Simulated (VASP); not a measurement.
Input of a VASP 6.6.1 run:

File INCAR:

```
ALGO     = Fast           # electronic algorithm
DIPOL    = 0.5 0.5 0.348
EDIFF    = 1E-7           # SCF threshold, eV
EDIFFG   = -0.025         # ionic threshold
ENCUT    = 520            # plane-wave cutoff, eV
GGA      = PE             # functional
IBRION   = 2              # ionic algorithm
IDIPOL   = 3            
ISIF     = 2              # what is computed and relaxed
ISMEAR   = 0              # smearing method
LASPH    = True           # aspherical terms in the spheres
LCHARG   = False          # write CHGCAR
LDIPOL   = True         
LREAL    = False          # projectors in reciprocal space
LWAVE    = False          # write WAVECAR
NELM     = 100            # most SCF steps
NSW      = 36             # ionic steps
PREC     = Accurate       # precision mode
SIGMA    = 0.1            # smearing width, eV
```

File KPOINTS:

```
k-points
0
Gamma
  8 8 1
```

POSCAR

```
Ta4N
1.0
    3.3189671338      0.0000000000      0.0000000000
    0.0000000000      3.3189671338      0.0000000000
    0.0000000000      0.0000000000     20.2996559829
Ta N
4 1
Selective dynamics
Direct
    0.5000000000      0.5000000000      0.1970476743  F F F
    0.0000000000      0.0000000000      0.2787970186  F F F
    0.5000000000      0.5000000000      0.3599139064  F F F
    0.0000000000      0.0000000000      0.4334879365  F F F
    0.3750000000      0.5000000000      0.4699417562  F F T
```

Potentials or basis: VASP PAW PBE potentials, release 64 (Ta_pv, N).

The run is started by

```sh
$ cat potpaw_PBE.64/Ta_pv/POTCAR potpaw_PBE.64/N/POTCAR > POTCAR
$ mpirun -np 1 vasp_std > vasp.out
```

Problem. Predict the band gap on the k mesh.

Solution. Zero (an odd number of electrons rules out a gap without spin polarisation).

Problem. What does it give for the energy gained by relaxing?

Solution. 31.9 meV/atom.

Step by step:
| step | energy change (eV) | largest force on free atoms (eV/Å) | pressure (GPa) |
| --- | --- | --- | --- |
| 1 | 0.0000 | 1.9378 | -3.53 |
| 2 | -0.1323 | 0.8561 | -2.83 |
| 3 | -0.1596 | 0.0125 | -2.27 |

Caveat: spin-orbit coupling is left out, which moves the levels of the heavy elements.
